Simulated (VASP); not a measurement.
# AsPt2 (Immm) in VASP: single point with PBE

Aim: the single point of AsPt2 with PBE.

All numbers are computed with VASP 6.6.1; they aren't measurements. Logs are shortened: lines on timing, memory, paths and dates and some standing lists are left out, and cuts for length are marked.

### Step 1. The cell of the first run

It takes space group Immm (No. 71, orthorhombic). Conventional cell: a = 2.897 Å, b = 4.127 Å, c = 8.693 Å, α = 90.00°, β = 90.00°, γ = 90.00°. Pt (site symmetry mm2) has 7 Pt at 2.56 to 3.09 Å and 5 As at 2.83 to 3.07 Å within 3.4 Å. As (site symmetry mmm) has 10 Pt at 2.83 to 3.07 Å and 2 As at 2.90 Å within 3.7 Å.

### Step 2. Single point, PBE

File POSCAR:

```
AsPt2
1.0
    0.0000000000      0.0000000000      4.1265300000
    2.8973730000      0.0000000000      0.0000000000
    1.4486870000      4.3465840000     -2.0632650000
Pt As
2 1
Direct
    0.3530000000      0.6470000000      0.7060000000
    0.6470000000      0.3530000000      0.2940000000
    0.0000000000      0.0000000000      0.0000000000
```

File INCAR.step1:

```
SYSTEM = AsPt2
  ALGO = Normal
  EDIFF = 1E-6
  ENCUT = 520
  GGA = PE
  ISIF = 2
  ISMEAR = -1
  LASPH = .TRUE.
  LCHARG = .TRUE.
  LMAXMIX = 4
  LREAL = .FALSE.
  LWAVE = .FALSE.
  NBANDS = 20
  NELM = 80
  PREC = Accurate
  SIGMA = 0.1
```

File KPOINTS.step1:

```
k-points
0
G
  10 10 10
  0 0 0
```

File INCAR.step2:

```
SYSTEM = AsPt2
  ALGO = Normal
  EDIFF = 1E-6
  ENCUT = 520
  GGA = PE
  ICHARG = 11
  ISIF = 2
  ISMEAR = -5
  LASPH = .TRUE.
  LCHARG = .FALSE.
  LMAXMIX = 4
  LORBIT = 11
  LREAL = .FALSE.
  LWAVE = .FALSE.
  NEDOS = 1001
  NELM = 80
  PREC = Accurate
  SIGMA = 0.1
```

File KPOINTS.step2:

```
k-points
0
G
  15 15 15
  0 0 0
```

Potentials or basis: VASP PAW PBE potentials, release 64 (Pt, As).

Command:

```
> cat potpaw_PBE.64/Pt/POTCAR potpaw_PBE.64/As/POTCAR > POTCAR
> cp INCAR.step1 INCAR
> cp KPOINTS.step1 KPOINTS
> mpirun -np 1 vasp_std > vasp.out
> cp INCAR.step2 INCAR
> cp KPOINTS.step2 KPOINTS
> mpirun -np 1 vasp_std > vasp.out
```

OUTCAR:

```text
SYSTEM = AsPt2
   EDIFF = 1E-6
   ENCUT = 520
   GGA = PE
   ICHARG = 11
   ISIF = 2
   ISMEAR = -5
   LASPH = .TRUE.
   LORBIT = 11
   LREAL = .FALSE.
   NELM = 80
   PREC = Accurate

 ion  position               nearest neighbor table
   1  0.353  0.647  0.706-   2 2.56   3 2.83   3 2.83   3 2.83   3 2.83   3 3.07   2 3.09   2 3.09
                             2 3.09   2 3.09
   2  0.647  0.353  0.294-   1 2.56   3 2.83   3 2.83   3 2.83   3 2.83   3 3.07   1 3.09   1 3.09
                             1 3.09   1 3.09
   3  0.000  0.000  0.000-   2 2.83   1 2.83   2 2.83   1 2.83   2 2.83   2 2.83   1 2.83   1 2.83
                             2 3.07   1 3.07

  LATTYP: Found a body centered orthorhombic cell.
 ALAT       =     2.8973730000
 B/A-ratio  =     1.4242315366
 C/A-ratio  =     3.0003620521

  Lattice vectors:

 A1 = (  -1.4486870000,  -4.3465840000,   2.0632650000)
 A2 = (   1.4486860000,  -4.3465840000,  -2.0632650000)
 A3 = (   1.4486870000,   4.3465840000,   2.0632650000)

Analysis of symmetry for initial positions (statically):
=====================================================================
 Subroutine PRICEL returns:
 Original cell was already a primitive cell.

 Routine SETGRP: Setting up the symmetry group for a
 body centered orthorhombic supercell.

 Subroutine GETGRP returns: Found  8 space group operations
 (whereof  8 operations were pure point group operations)
 out of a pool of  8 trial point group operations.

The static configuration has the point symmetry D_2h.

Analysis of symmetry for dynamics (positions and initial velocities):
=====================================================================
 Subroutine PRICEL returns:
 Original cell was already a primitive cell.

 Routine SETGRP: Setting up the symmetry group for a
 body centered orthorhombic supercell.

 Subroutine GETGRP returns: Found  8 space group operations
 (whereof  8 operations were pure point group operations)
 out of a pool of  8 trial point group operations.

The dynamic configuration has the point symmetry D_2h.

 Subroutine INISYM returns: Found  8 space group operations
 (whereof  8 operations are pure point group operations),
 and found     1 'primitive' translations

----------------------------------------------------------------------------------------

                                     Primitive cell

  volume of cell :      51.9682

  direct lattice vectors                    reciprocal lattice vectors
     0.000000000  0.000000000  4.126530000     0.000000000  0.115032863  0.242334358
     2.897373000  0.000000000  0.000000000     0.345140236 -0.115032902  0.000000000
     1.448687000  4.346584000 -2.063265000     0.000000000  0.230065725  0.000000000

  length of vectors
     4.126530000  2.897373000  5.024793424     0.268250817  0.363805375  0.230065725

  position of ions in fractional coordinates (direct lattice)
     0.353000000  0.647000000  0.706000000
     0.647000000  0.353000000  0.294000000
     0.000000000  0.000000000  0.000000000

  ion indices of the primitive-cell ions
   primitive index   ion index
                 1           1
                 2           2
                 3           3

----------------------------------------------------------------------------------------

 KPOINTS: k-points

Automatic generation of k-mesh.
 Grid dimensions read from file:
 generate k-points for:   15   15   15

 Generating k-lattice:

  Cartesian coordinates                     Fractional coordinates (reciprocal lattice)
     0.000000000  0.007668858  0.016155624     0.066666667  0.000000000  0.000000000
     0.023009349 -0.007668860  0.000000000     0.000000000  0.066666667  0.000000000
     0.000000000  0.015337715  0.000000000     0.000000000  0.000000000  0.066666667

  Length of vectors
     0.017883388  0.024253692  0.015337715

  Shift w.r.t. Gamma in fractional coordinates (k-lattice)
     0.000000000  0.000000000  0.000000000

 TETIRR: Found   8492 inequivalent tetrahedra from    20250

 Subroutine IBZKPT returns following result:
 ===========================================

 Found    512 irreducible k-points:

 Following reciprocal coordinates:
            Coordinates               Weight
  0.000000  0.000000  0.000000      1.000000
  0.066667  0.000000 -0.000000      4.000000
  0.133333  0.000000 -0.000000      4.000000
  0.200000  0.000000 -0.000000      4.000000
  0.266667  0.000000 -0.000000      4.000000
  0.333333  0.000000  0.000000      4.000000
[... 16 lines left out ...]
 -0.066667  0.066667  0.000000      8.000000
  0.000000  0.133333  0.000000      4.000000
 [... further k-points ...]
   k-points           NKPTS =    512   k-points in BZ     NKDIM =    512   number of bands    NBANDS=     16
   number of dos      NEDOS =   1001   number of ions     NIONS =      3
   total plane-waves  NPLWV =  30720
   dimension x,y,z NGX =    32 NGY =   24 NGZ =   40
   dimension x,y,z NGXF=    64 NGYF=   48 NGZF=   80
   ions per type =               2   1
   NGX,Y,Z   is equivalent  to a cutoff of  12.89, 13.77, 13.23 a.u.
   NGXF,Y,Z  is equivalent  to a cutoff of  25.78, 27.54, 26.47 a.u.
 SYSTEM =  AsPt2
   PREC   = accura    normal or accurate (medium, high low for compatibility)
   ISTART =      0    job   : 0-new  1-cont  2-samecut
   ICHARG =     11    charge: 1-file 2-atom 10-const
   ISPIN  =      1    spin polarized calculation?
   LNONCOLLINEAR =      F non collinear calculations
   LSORBIT =      F    spin-orbit coupling
   LASPH  =      T    aspherical Exc in radial PAW
   ENCUT  =  520.0 eV  38.22 Ry    6.18 a.u.   7.67  5.39  9.34*2*pi/ulx,y,z
   NELM   =     80;   NELMIN=  2; NELMDL=  0     # of ELM steps
   EDIFF  = 0.1E-05   stopping-criterion for ELM
   LREAL  =      F    real-space projection
   EDIFFG = 0.1E-04   stopping-criterion for IOM
   NSW    =      0    number of steps for IOM
   IBRION =     -1    ionic relax: 0-MD 1-quasi-New 2-CG
   NFREE  =      0    steps in history (QN), initial steepest desc. (CG)
   ISIF   =      2    stress and relaxation
   ISYM   =      2    0-nonsym 1-usesym 2-fastsym
   POTIM  = 0.5000    time-step for ionic-motion
   TEBEG  =    0.0;   TEEND  =   0.0 temperature during run
   PSTRESS=    0.0 pullay stress
   NELECT =      25.0000    total number of electrons
   NUPDOWN=      -1.0000    fix difference up-down
   EMIN   =  10.00;   EMAX   =-10.00  energy-range for DOS
   EFERMI =   0.00;   METHOD = LEGACY
   ISMEAR =    -5;   SIGMA  =   0.10  broadening in eV -4-tet -1-fermi 0-gaus
   EFERMI_NEDOS =   21; number of points for ismear=-14 and -15
   IALGO  =     38    algorithm
   IMIX   =      4    mixing-type and parameters
     AMIX     =   0.40;   BMIX     =  1.00
     AMIX_MAG =   1.60;   BMIX_MAG =  1.00
  volume/ion in A,a.u.               =      17.32       116.90
  Fermi-wavevector in a.u.,A,eV,Ry     =   1.282751  2.424048 22.387705  1.645450
  Thomas-Fermi vector in A             =   2.415044
   LORBIT       =     11    0 simple, 1 ext, 2 COOP (PROOUT), +10 PAW based schemes
   GGA     = PE    functional components
   LHFCALC =     F    Hartree Fock is set to
   AEXX    =    0.0000 exact exchange contribution
   IVDW    =     0    specifies the selected vdW correction
   LEPSILON=     F    determine dielectric tensor
   LRPA    =     F    only Hartree local field effects (RPA)
 non-spin polarized calculation
 Fermi weights with tetrahedron method with Bloechl corrections
  energy-cutoff  :      520.00
  volume of cell :       51.97
 maximum number of plane-waves:      1424

 number of electron      25.0000000 magnetization

 Free energy of the ion-electron system (eV)
  ---------------------------------------------------
  ext. energy  EPLUGINS =         0.00000000
  ---------------------------------------------------
  free energy    TOTEN  =       -16.33161368 eV

  energy without entropy =      -16.33161368  energy(sigma->0) =      -16.33161368

 E-fermi :   8.4416     XC(G=0): -12.1331

 val. band max:        8.4844409401   @ k =   0.2667   0.4667   0.0667
 cond. band min:       8.3641391660   @ k =   0.4000  -0.3333   0.0667
 fundamental gap:     -0.1203017741
 Fermi energy:         8.4416212867

 k-point     1 :       0.0000    0.0000    0.0000
  band No.  band energies     occupation
      1      -4.8203      2.00000
      2       2.7990      2.00000
      3       3.2074      2.00000
      4       3.9050      2.00000
      5       4.1413      2.00000
      6       4.7160      2.00000
[... 8 lines left out ...]
     15      11.7364      0.00000
     16      12.8652      0.00000

 k-point     2 :       0.0667    0.0000   -0.0000
  band No.  band energies     occupation
      1      -4.7871      2.00000
      2       2.7315      2.00000
      3       2.9654      2.00000
      4       4.0664      2.00000
      5       4.2122      2.00000
      6       4.7739      2.00000
[... 8 lines left out ...]
     15      12.2711      0.00000
     16      12.4730      0.00000

 k-point     3 :       0.1333    0.0000   -0.0000
  band No.  band energies     occupation
      1      -4.6911      2.00000
      2       2.2727      2.00000
      3       2.9740      2.00000
      4       4.0867      2.00000
      5       4.3695      2.00000
      6       4.9524      2.00000
[... 8 lines left out ...]
     15      12.0092      0.00000
     16      12.9020      0.00000

 k-point     4 :       0.2000    0.0000   -0.0000
  band No.  band energies     occupation
      1      -4.5433      2.00000
      2       1.7817      2.00000
      3       3.0939      2.00000
      4       4.0682      2.00000
      5       4.4071      2.00000
      6       5.1260      2.00000
[... 8 lines left out ...]
     15      11.9767      0.00000
     16      12.9660      0.00000
[... 324 lines left out ...]
 k-point    22 :      -0.1333    0.0667   -0.0000
  band No.  band energies     occupation
      1      -4.5942      2.00000
      2       2.2352      2.00000
      3       3.0510      2.00000
      4       4.1197      2.00000
      5       4.4532      2.00000
      6       5.0101      2.00000
[... 8 lines left out ...]
     15      12.0943      0.00000
     16      12.3450      0.00000

 k-point    23 :      -0.0667    0.0667    0.0000
  band No.  band energies     occupation
      1      -4.6966      2.00000
      2       2.6461      2.00000
      3       3.0700      2.00000
      4       4.0963      2.00000
      5       4.3683      2.00000
      6       4.8443      2.00000
[... 8 lines left out ...]
     15      11.8152      0.00000
     16      12.6906      0.00000

 k-point    24 :       0.0000    0.1333    0.0000
  band No.  band energies     occupation
      1      -4.4974      2.00000
      2       2.9098      2.00000
      3       3.2260      2.00000
      4       4.3239      2.00000
      5       4.6128      2.00000
      6       4.8063      2.00000
[... 8 lines left out ...]
     15      10.8897      0.00000
     16      13.0402      0.00000

 [... further k-points ...]
[... 5 lines left out ...]
  --------------------------------------------------------------------------------------
  -------------------------------------------------------------------------------------
  Total       -1.6833583      1.9483107     -4.2955170      0.0000002      0.0000000     -0.0000000
  in kB      -51.8978851     60.0663585   -132.4306555      0.0000069      0.0000000     -0.0000000
  external PRESSURE =     -41.4207274 kB  Pullay stress =       0.0000000 kB

 VOLUME and BASIS-vectors are now :
 -----------------------------------------------------------------------------
  energy-cutoff  :      520.00
  volume of cell :       51.97
      direct lattice vectors                 reciprocal lattice vectors
     0.000000000  0.000000000  4.126530000     0.000000000  0.115032863  0.242334358
     2.897373000  0.000000000  0.000000000     0.345140236 -0.115032902  0.000000000
     1.448687000  4.346584000 -2.063265000     0.000000000  0.230065725  0.000000000

 POSITION                                       TOTAL-FORCE (eV/Angst)
 -----------------------------------------------------------------------------------
      2.89737      3.06869      0.00000        -0.000000     -2.413266      0.000000
      1.44869      1.27790      2.06326         0.000000      2.413266     -0.000000
      0.00000      0.00000      0.00000         0.000000      0.000000      0.000000
 -----------------------------------------------------------------------------------
    total drift:                               -0.000000      0.000000      0.000000

  FREE ENERGIE OF THE ION-ELECTRON SYSTEM (eV)
  ---------------------------------------------------
  free  energy   TOTEN  =       -16.3316136834 eV

  energy  without entropy=      -16.3316136834  energy(sigma->0) =      -16.33161368

 total charge

# of ion       s       p       d       tot
------------------------------------------
    1        0.590   0.415   8.133   9.139
    2        0.590   0.415   8.133   9.139
    3        1.330   1.154   0.080   2.564
--------------------------------------------------
tot          2.510   1.985  16.347  20.841
```

It took 4.2 min on 1 thread of Intel Xeon Platinum 8259CL at 2.50GHz (Skylake/Cascade Lake), shared host; peak memory 0.54 GiB.

What came out:

- Valence electrons inside the program's atomic spheres: Pt 9.14; As 2.56

Caveat: spin-orbit coupling is left out, which moves the levels of the heavy elements; tetrahedron occupations give inexact forces and stress in metals.
